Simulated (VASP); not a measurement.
NaC4, 10 atoms in the cell. It takes space group Pmmm (No. 47, orthorhombic). Conventional cell: a = 2.528 Å, b = 4.317 Å, c = 4.839 Å, α = 90.00°, β = 90.00°, γ = 90.00°. Na (site symmetry mmm) has 2 Na at 2.53 Å and 12 C at 2.82 to 2.83 Å within 3.3 Å. Within 1.9 Å of C (site symmetry m2m) lie 3 C at 1.44 to 1.45 Å. C (site symmetry m2m) has 3 C at 1.45 to 1.46 Å within 1.9 Å. 

| Property | Result |
| --- | --- |
| Program | VASP 6.6.1 |
| Task | single point |
| Functional | PBE |
| Potentials or basis | VASP PAW PBE potentials, release 64 (Na_pv, C) |
| Cutoff | 520 eV |
| k mesh | 6 × 4 × 4 |
| Occupations | gaussian, width 0.2 eV |
| Spin | no spin polarisation |
| Dipole correction | no |
| Further INCAR settings | ALGO = Normal; EDIFF = 1e-06; NBANDS = 34 |

Potentials or basis: VASP PAW PBE potentials, release 64 (Na_pv, C).

Command:

```sh
$ cat potpaw_PBE.64/Na_pv/POTCAR potpaw_PBE.64/C/POTCAR > POTCAR
$ mpirun -np 1 vasp_std > vasp.out
```

Hardware: 1 thread of Intel(R) Xeon(R) Platinum 8488C (Sapphire Rapids), on a shared host.

Task: How long does it take, and how much memory?

Result: It took 110 s on 1 thread of Intel(R) Xeon(R) Platinum 8488C (Sapphire Rapids) (shared host), peak memory 0.24 GiB. Counts: scf iterations 14, k points 36.
